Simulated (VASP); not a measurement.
# P (R-3m) in VASP: notebook

P is run at these levels: r2SCAN; tasks: single point.

Everything below comes from runs of VASP 6.6.1. Logs are shortened: lines on timing, memory, paths and dates and some standing lists are left out, and cuts for length are marked.

## 1. The cell of the first run

Symmetry: R-3m, No. 166, trigonal system. The conventional cell has a = 3.336 Å, b = 3.336 Å, c = 14.032 Å, α = 90.00°, β = 90.00°, γ = 120.00°. Within 3.2 Å of P (site symmetry -3m) lie 6 P at 2.40 Å. P (site symmetry 3m) has 6 P at 2.40 to 2.65 Å within 3.2 Å.

## 2. Single point, r2SCAN

File POSCAR:

```
P
1.0
    1.6682360960      0.9631565591      4.6773762575
   -1.6682360960      0.9631565591      4.6773762575
    0.0000000000     -1.9263131182      4.6773762575
P
3
Direct
    0.0000000000      0.0000000000      0.0000000000
    0.2315172761      0.2315172761      0.2315172761
    0.7684827239      0.7684827239      0.7684827239
```

File INCAR.step1:

```
SYSTEM = P
ALGO     = Normal         ! electronic algorithm
EDIFF    = 1E-4           ! SCF threshold, eV
ENCUT    = 520            ! plane-wave cutoff, eV
GGA      = PE             ! functional
ISMEAR   = 0              ! smearing method
LASPH    = .TRUE.         ! aspherical terms in the spheres
LCHARG   = .FALSE.        ! write CHGCAR
LREAL    = .FALSE.        ! projectors in reciprocal space
LWAVE    = .TRUE.         ! write WAVECAR
NBANDS   = 14             ! bands
NELM     = 100            ! most SCF steps
PREC     = Accurate       ! precision mode
SIGMA    = 0.1            ! smearing width, eV
```

File INCAR.step2:

```
SYSTEM = P
ALGO     = Normal         ! electronic algorithm
EDIFF    = 1E-6           ! SCF threshold, eV
ENCUT    = 520            ! plane-wave cutoff, eV
ISIF     = 2              ! what is computed and relaxed
ISMEAR   = 0              ! smearing method
ISTART   = 1            
LASPH    = .TRUE.         ! aspherical terms in the spheres
LCHARG   = .TRUE.         ! write CHGCAR
LELF     = .TRUE.         ! ELF
LMIXTAU  = .TRUE.       
LREAL    = .FALSE.        ! projectors in reciprocal space
LVHAR    = .TRUE.       
LWAVE    = .FALSE.        ! write WAVECAR
METAGGA  = R2SCAN         ! meta-GGA
NBANDS   = 14             ! bands
NELM     = 100            ! most SCF steps
PREC     = Accurate       ! precision mode
SIGMA    = 0.1            ! smearing width, eV
```

File KPOINTS:

```
k-points
0
G
  18 18 18
  0 0 0
```

Potentials or basis: VASP PAW PBE potentials, release 64 (P).

Launch:

```sh
> cat potpaw_PBE.64/P/POTCAR > POTCAR
> cp INCAR.step1 INCAR
> mpirun -np 1 vasp_std > vasp.out
> cp INCAR.step2 INCAR
> mpirun -np 1 vasp_std > vasp.out
```

OUTCAR:

```text
SYSTEM = P
   EDIFF = 1E-6
   ENCUT = 520
   ISIF = 2
   ISMEAR = 0
   ISTART = 1
   LASPH = .TRUE.
   LREAL = .FALSE.
   METAGGA = R2SCAN
   NELM = 100
   PREC = Accurate

 ion  position               nearest neighbor table
   1  0.000  0.000  0.000-   3 2.40   3 2.40   2 2.40   2 2.40   3 2.40   2 2.40
   2  0.232  0.232  0.232-   1 2.40   1 2.40   1 2.40   3 2.65   3 2.65   3 2.65
   3  0.768  0.768  0.768-   1 2.40   1 2.40   1 2.40   2 2.65   2 2.65   2 2.65

  LATTYP: Found a trigonal (rhomboedric) cell.
 ALAT       =     5.0585107377
 COS(alpha) =     0.7824797614

  Lattice vectors:

 A1 = (   1.6682360960,   0.9631565591,   4.6773762575)
 A2 = (  -1.6682360960,   0.9631565591,   4.6773762575)
 A3 = (   0.0000000000,  -1.9263131182,   4.6773762575)

Analysis of symmetry for initial positions (statically):
=====================================================================
 Subroutine PRICEL returns:
 Original cell was already a primitive cell.

 Routine SETGRP: Setting up the symmetry group for a
 trigonal (rhombohedral) supercell.

 Subroutine GETGRP returns: Found 12 space group operations
 (whereof 12 operations were pure point group operations)
 out of a pool of 12 trial point group operations.

The static configuration has the point symmetry D_3d.

Analysis of symmetry for dynamics (positions and initial velocities):
=====================================================================
 Subroutine PRICEL returns:
 Original cell was already a primitive cell.

 Routine SETGRP: Setting up the symmetry group for a
 trigonal (rhombohedral) supercell.

 Subroutine GETGRP returns: Found 12 space group operations
 (whereof 12 operations were pure point group operations)
 out of a pool of 12 trial point group operations.

The dynamic configuration has the point symmetry D_3d.

 Subroutine INISYM returns: Found 12 space group operations
 (whereof 12 operations are pure point group operations),
 and found     1 'primitive' translations

----------------------------------------------------------------------------------------

                                     Primitive cell

  volume of cell :      45.0929

  direct lattice vectors                    reciprocal lattice vectors
     1.668236096  0.963156559  4.677376257     0.299717768  0.173042134  0.071265024
    -1.668236096  0.963156559  4.677376257    -0.299717768  0.173042134  0.071265024
     0.000000000 -1.926313118  4.677376257     0.000000000 -0.346084269  0.071265024

  length of vectors
     5.058510738  5.058510738  5.058510738     0.353345475  0.353345475  0.353345475

  position of ions in fractional coordinates (direct lattice)
     0.000000000  0.000000000  0.000000000
     0.231517276  0.231517276  0.231517276
     0.768482724  0.768482724  0.768482724

  ion indices of the primitive-cell ions
   primitive index   ion index
                 1           1
                 2           2
                 3           3

----------------------------------------------------------------------------------------

 KPOINTS: k-points

Automatic generation of k-mesh.
 Grid dimensions read from file:
 generate k-points for:   18   18   18

 Generating k-lattice:

  Cartesian coordinates                     Fractional coordinates (reciprocal lattice)
     0.016650987  0.009613452  0.003959168     0.055555556  0.000000000  0.000000000
    -0.016650987  0.009613452  0.003959168     0.000000000  0.055555556  0.000000000
     0.000000000 -0.019226904  0.003959168     0.000000000  0.000000000  0.055555556

  Length of vectors
     0.019630304  0.019630304  0.019630304

  Shift w.r.t. Gamma in fractional coordinates (k-lattice)
     0.000000000  0.000000000  0.000000000

 Subroutine IBZKPT returns following result:
 ===========================================

 Found    580 irreducible k-points:

 Following reciprocal coordinates:
            Coordinates               Weight
  0.000000  0.000000  0.000000      1.000000
  0.055556  0.000000  0.000000      6.000000
  0.111111  0.000000  0.000000      6.000000
  0.166667  0.000000  0.000000      6.000000
  0.222222  0.000000  0.000000      6.000000
  0.277778  0.000000  0.000000      6.000000
[... 16 lines left out ...]
 -0.277778  0.055556 -0.000000     12.000000
 -0.222222  0.055556  0.000000     12.000000
 [... further k-points ...]
   k-points           NKPTS =    580   k-points in BZ     NKDIM =    580   number of bands    NBANDS=     14
   number of dos      NEDOS =    301   number of ions     NIONS =      3
   total plane-waves  NPLWV =  64000
   dimension x,y,z NGX =    40 NGY =   40 NGZ =   40
   dimension x,y,z NGXF=    80 NGYF=   80 NGZF=   80
   ions per type =               3
   NGX,Y,Z   is equivalent  to a cutoff of  13.15, 13.15, 13.15 a.u.
   NGXF,Y,Z  is equivalent  to a cutoff of  26.29, 26.29, 26.29 a.u.
 SYSTEM =  P
   PREC   = accura    normal or accurate (medium, high low for compatibility)
   ISTART =      1    job   : 0-new  1-cont  2-samecut
   ICHARG =      0    charge: 1-file 2-atom 10-const
   ISPIN  =      1    spin polarized calculation?
   LNONCOLLINEAR =      F non collinear calculations
   LSORBIT =      F    spin-orbit coupling
   LASPH  =      T    aspherical Exc in radial PAW
   ENCUT  =  520.0 eV  38.22 Ry    6.18 a.u.   9.41  9.41  9.41*2*pi/ulx,y,z
   NELM   =    100;   NELMIN=  2; NELMDL=  0     # of ELM steps
   EDIFF  = 0.1E-05   stopping-criterion for ELM
   LREAL  =      F    real-space projection
   EDIFFG = 0.1E-04   stopping-criterion for IOM
   NSW    =      0    number of steps for IOM
   IBRION =     -1    ionic relax: 0-MD 1-quasi-New 2-CG
   NFREE  =      0    steps in history (QN), initial steepest desc. (CG)
   ISIF   =      2    stress and relaxation
   ISYM   =      2    0-nonsym 1-usesym 2-fastsym
   POTIM  = 0.5000    time-step for ionic-motion
   TEBEG  =    0.0;   TEEND  =   0.0 temperature during run
   PSTRESS=    0.0 pullay stress
   NELECT =      15.0000    total number of electrons
   NUPDOWN=      -1.0000    fix difference up-down
   EMIN   =  10.00;   EMAX   =-10.00  energy-range for DOS
   EFERMI =   0.00;   METHOD = LEGACY
   ISMEAR =     0;   SIGMA  =   0.10  broadening in eV -4-tet -1-fermi 0-gaus
   EFERMI_NEDOS =   21; number of points for ismear=-14 and -15
   IALGO  =     38    algorithm
   IMIX   =      4    mixing-type and parameters
     AMIX     =   0.40;   BMIX     =  1.00
     AMIX_MAG =   1.60;   BMIX_MAG =  1.00
  volume/ion in A,a.u.               =      15.03       101.43
  Fermi-wavevector in a.u.,A,eV,Ry     =   1.134321  2.143556 17.506397  1.286684
  Thomas-Fermi vector in A             =   2.271025
   LORBIT       =      0    0 simple, 1 ext, 2 COOP (PROOUT), +10 PAW based schemes
   METAGGA = R2SCAN    functional components
   LHFCALC =     F    Hartree Fock is set to
   AEXX    =    0.0000 exact exchange contribution
   IVDW    =     0    specifies the selected vdW correction
   LEPSILON=     F    determine dielectric tensor
   LRPA    =     F    only Hartree local field effects (RPA)
 non-spin polarized calculation
 Gauss-broadening in eV      SIGMA  =   0.10
  energy-cutoff  :      520.00
  volume of cell :       45.09
 maximum number of plane-waves:      1232
 NGX is ok and might be reduce to    40
   NGX = 19   NGY = 19   NGZ = 19

 number of electron      15.0000000 magnetization

 Free energy of the ion-electron system (eV)
  ---------------------------------------------------
  ext. energy  EPLUGINS =         0.00000000
  ---------------------------------------------------
  free energy    TOTEN  =       -25.72515170 eV

  energy without entropy =      -25.71983159  energy(sigma->0) =      -25.72249164

 E-fermi :   9.2532     XC(G=0): -11.7089

 val. band max:        9.2519228871   @ k =  -0.3889   0.5000   0.2778
 cond. band min:       9.2546820771   @ k =  -0.3889  -0.3889   0.2222
 fundamental gap:      0.0027591900
 Fermi energy:         9.2531637992

 k-point     1 :       0.0000    0.0000    0.0000
  band No.  band energies     occupation
      1      -8.0149      2.00000
      2      -1.7974      2.00000
      3      -0.7207      2.00000
      4       7.7993      2.00000
      5       7.7993      2.00000
      6       8.2951      2.00000
      7       8.2951      2.00000
      8      10.5616      0.00000
      9      11.0590      0.00000
     10      12.4887      0.00000
     11      12.4887      0.00000
     12      14.6150      0.00000
     13      15.3423      0.00000
     14      15.3423      0.00000

 k-point     2 :       0.0556    0.0000    0.0000
  band No.  band energies     occupation
      1      -7.9610      2.00000
      2      -1.8014      2.00000
      3      -0.6269      2.00000
      4       7.0816      2.00000
      5       7.5581      2.00000
      6       8.0158      2.00000
      7       8.3868      2.00000
      8      10.8788      0.00000
      9      11.5161      0.00000
     10      12.4491      0.00000
     11      12.5624      0.00000
     12      14.1557      0.00000
     13      15.5808      0.00000
     14      15.9049      0.00000

 k-point     3 :       0.1111    0.0000    0.0000
  band No.  band energies     occupation
      1      -7.7996      2.00000
      2      -1.7926      2.00000
      3      -0.3728      2.00000
      4       5.8117      2.00000
      5       7.1286      2.00000
      6       7.2570      2.00000
      7       8.3830      2.00000
      8      11.0957      0.00000
      9      11.8662      0.00000
     10      12.8427      0.00000
     11      12.9861      0.00000
     12      13.8304      0.00000
     13      16.2062      0.00000
     14      16.4979      0.00000

 k-point     4 :       0.1667    0.0000    0.0000
  band No.  band energies     occupation
      1      -7.5319      2.00000
      2      -1.7392      2.00000
      3      -0.0172      2.00000
      4       4.4955      2.00000
      5       6.3464      2.00000
      6       6.6860      2.00000
      7       8.1897      2.00000
      8      10.8152      0.00000
      9      11.4790      0.00000
     10      13.3666      0.00000
     11      13.8171      0.00000
     12      14.2066      0.00000
     13      16.4191      0.00000
     14      17.0399      0.00000

 k-point     5 :       0.2222    0.0000    0.0000
  band No.  band energies     occupation
      1      -7.1602      2.00000
      2      -1.6281      2.00000
      3       0.3398      2.00000
      4       3.3213      2.00000
      5       5.4195      2.00000
      6       6.2811      2.00000
      7       7.8873      2.00000
      8      10.2136      0.00000
      9      11.0070      0.00000
     10      13.3676      0.00000
     11      14.0631      0.00000
[... 276 lines left out ...]
 k-point    22 :      -0.3333    0.0556   -0.0000
  band No.  band energies     occupation
      1      -5.8097      2.00000
      2      -1.3261      2.00000
      3      -0.0792      2.00000
      4       2.3964      2.00000
      5       3.4067      2.00000
      6       5.3669      2.00000
      7       6.7585      2.00000
      8       8.6707      2.00000
      9      10.3714      0.00000
     10      11.8887      0.00000
     11      15.5898      0.00000
     12      16.6130      0.00000
     13      18.1494      0.00000
     14      19.3003      0.00000

 k-point    23 :      -0.2778    0.0556   -0.0000
  band No.  band energies     occupation
      1      -6.4080      2.00000
      2      -1.1718      2.00000
      3       0.2319      2.00000
      4       2.3741      2.00000
      5       3.8146      2.00000
      6       5.6606      2.00000
      7       7.0704      2.00000
      8       9.6019      0.00000
      9      10.6186      0.00000
     10      12.5388      0.00000
     11      14.9408      0.00000
     12      16.1552      0.00000
     13      17.8011      0.00000
     14      18.7625      0.00000

 k-point    24 :      -0.2222    0.0556    0.0000
  band No.  band energies     occupation
      1      -6.9212      2.00000
      2      -1.2912      2.00000
      3       0.2720      2.00000
      4       2.8711      2.00000
      5       4.5250      2.00000
      6       6.0886      2.00000
      7       7.4238      2.00000
      8      10.4251      0.00000
      9      10.9570      0.00000
     10      13.2796      0.00000
     11      14.2052      0.00000
     12      15.4489      0.00000
     13      17.2534      0.00000
     14      18.1702      0.00000

 [... further k-points ...]
[... 5 lines left out ...]
  --------------------------------------------------------------------------------------
  -------------------------------------------------------------------------------------
  Total       -0.1208568     -0.1208568     -0.1443160      0.0000000      0.0000000      0.0000000
  in kB       -4.2941154     -4.2941154     -5.1276363      0.0000000      0.0000000      0.0000000
  external PRESSURE =      -4.5719557 kB  Pullay stress =       0.0000000 kB

 VOLUME and BASIS-vectors are now :
 -----------------------------------------------------------------------------
  energy-cutoff  :      520.00
  volume of cell :       45.09
      direct lattice vectors                 reciprocal lattice vectors
     1.668236096  0.963156559  4.677376257     0.299717768  0.173042134  0.071265024
    -1.668236096  0.963156559  4.677376257    -0.299717768  0.173042134  0.071265024
     0.000000000 -1.926313118  4.677376257     0.000000000 -0.346084269  0.071265024

 POSITION                                       TOTAL-FORCE (eV/Angst)
 -----------------------------------------------------------------------------------
      0.00000      0.00000      0.00000         0.000000     -0.000000     -0.000000
      0.00000      0.00000      3.24868         0.000000      0.000000      0.028298
      0.00000      0.00000     10.78345         0.000000      0.000000     -0.028298
 -----------------------------------------------------------------------------------
    total drift:                                0.000000      0.000000     -0.000000

  FREE ENERGIE OF THE ION-ELECTRON SYSTEM (eV)
  ---------------------------------------------------
  free  energy   TOTEN  =       -25.7251516987 eV

  energy  without entropy=      -25.7198315856  energy(sigma->0) =      -25.72249164
```

It took 14 min on 1 thread of Intel Xeon 6975P-C (Granite Rapids), shared host; peak memory 0.44 GiB.

What came out:

* Free energy: -25.7252 eV
* Pressure: -0.5 GPa
* Largest force: 0.028 eV/Å

Forces in eV/Å, atoms in the order of the input:
```
P    0.000  0.000  0.000
P    0.000  0.000  0.028
P    0.000  0.000 -0.028
```

Caveat: the PAW data sets were made with another functional, which shifts forces and pressure a little.

(Part 1 of 2 ends here.)
